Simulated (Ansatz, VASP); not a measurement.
In in VASP and in Ansatz

```xyz
1
Lattice="-1.9042 1.9042 1.9042 1.9042 -1.9042 1.9042 1.9042 1.9042 -1.9042" Properties=species:S:1:pos:R:3 pbc="T T T"
In    0.0000    0.0000    0.0000
```

Alike in both runs: task single point; functional r2SCAN; k mesh 16 × 16 × 16; occupations gaussian, width 0.05 eV; no spin polarisation.

|  | VASP | Ansatz |
| --- | --- | --- |
| version | VASP 6.6.1 | Ansatz 0.2.0 |
| potentials or method | VASP PAW PBE potentials, release 64 (In_d), cutoff 520 eV | scalar-relativistic, plane waves, PAW |
| valence electrons in the cell | 13 | 13 |

```csv
,VASP,Ansatz,Ansatz less VASP
gap on the k mesh at the Fermi level (eV),none,none,-
pressure (GPa),-1.2,-1.2,-0.02
```

VASP's potentials were made for PBE, not for r2SCAN. A gap of «none» marks a metal or a gap that the smearing closes.
